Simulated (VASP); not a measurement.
Write the native input for VASP 6.6.1 that does the following.

```
Task                   : single point
Functional             : PBE
Potentials or basis    : VASP PAW PBE potentials, release 64 (Au)
Cutoff                 : 520 eV
k mesh                 : 4 × 4 × 4
Occupations            : gaussian, width 0.1 eV
Spin                   : no spin polarisation
Dipole correction      : no
Further INCAR settings : ALGO = Normal; EDIFF = 1e-06; NBANDS = 42
```

The structure of Au lies in POSCAR:

```
Au
1.0
    4.9005986644      0.0000000000      0.0000000000
    0.0000000000      5.3265690043      0.0000000000
   -2.1981854114      0.0000000000      4.8458742781
Au
6
Direct
    0.0000000000      0.0000000000      0.0000000000
    0.0000000000      0.5000000000      0.5000000000
    0.4250000000      0.3600000000      0.2650000000
    0.5750000000      0.8600000000      0.2350000000
    0.5750000000      0.6400000000      0.7350000000
    0.4250000000      0.1400000000      0.7650000000
```

One way to write it, as run:

INCAR

```
  PREC = Accurate
  ENCUT = 520
  EDIFF = 1E-6
  ISMEAR = 0
  SIGMA = 0.1
  LREAL = F
  LASPH = T
  NELM = 100
  ALGO = Normal
  ISIF = 2
  LWAVE = F
  LCHARG = T
  GGA = PE
  LELF = T
  LVHAR = T
  NBANDS = 42
```

KPOINTS

```
regular mesh
0
Gamma
  4 4 4
```

Potentials or basis: VASP PAW PBE potentials, release 64 (Au).

Command:

```bash
$ cat potpaw_PBE.64/Au/POTCAR > POTCAR
$ mpirun -np 1 vasp_std > vasp.out
```

It gave:

* Pressure: 2.0 GPa
* Largest force: 0.782 eV/Å
* Band gap on the k mesh: zero (band 33 reaches 8.82 eV, above the bottom of band 34 at 5.11 eV)

Caveat: spin-orbit coupling is left out, which moves the levels of the heavy elements.

It took 100 s on 1 thread of Intel(R) Xeon(R) Platinum 8259CL CPU @ 2.50GHz (Skylake/Cascade Lake), on a shared host, peak memory 0.28 GiB.
